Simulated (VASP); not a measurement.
Input of a VASP 6.6.1 run:

The input INCAR:

```
ALGO = Normal
EDIFF = 1E-6
ENCUT = 520
GGA = PS
ISIF = 2
ISMEAR = 1
LASPH = True
LCHARG = True
LELF = True
LREAL = False
LVHAR = True
LWAVE = False
NBANDS = 16
NELM = 80
PREC = Accurate
SIGMA = 0.1
```

Contents of KPOINTS:

```
k-points
0
Gamma
  6 6 6
```

Contents of POSCAR:

```
LaTe
1.0
    0.0000000000      3.2965185798      3.2965185798
    3.2965185798      0.0000000000      3.2965185798
    3.2965185798      3.2965185798      0.0000000000
La Te
1 1
Direct
    0.0000000000      0.0000000000      0.0000000000
    0.5000000000      0.5000000000      0.5000000000
```

Potentials or basis: VASP PAW PBE potentials, release 64 (La, Te).

Command:

```sh
$ cat potpaw_PBE.64/La/POTCAR potpaw_PBE.64/Te/POTCAR > POTCAR
$ mpirun -np 1 vasp_std > vasp.out
```

Task: Predict the pressure.

Result: -4.8 GPa.

Caveat: the PAW data sets were made with another functional, which shifts forces and pressure a little.
